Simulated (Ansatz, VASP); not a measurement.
SnS2: VASP beside Ansatz

```
Sn S
1.0
     3.69867    0.00000    0.00000
    -1.84933    3.20314    0.00000
     0.00000    0.00000    5.96421
Sn S
1 2
Cartesian
  0.0000 0.0000 0.0000
  0.0000 2.1354 1.4911
  1.8493 1.0677 4.4732
```

Alike in both runs: task single point; functional PBE; k mesh 5 × 5 × 3; no spin polarisation.

|  | VASP | Ansatz |
| --- | --- | --- |
| version | VASP 6.6.1 | Ansatz 0.2.0 |
| potentials or method | VASP PAW PBE potentials, release 64 (Sn_d, S), cutoff 500 eV | plane waves, PAW |
| occupations | gaussian, width 0.01 eV | fixed |
| valence electrons in the cell | 26 | 26 |

```tsv
	VASP	Ansatz	Ansatz less VASP
pressure (GPa)	0.3	0.4	+0.09
traceless stress, the component that is largest in VASP (GPa)	-0.12	-0.15	-0.023
```
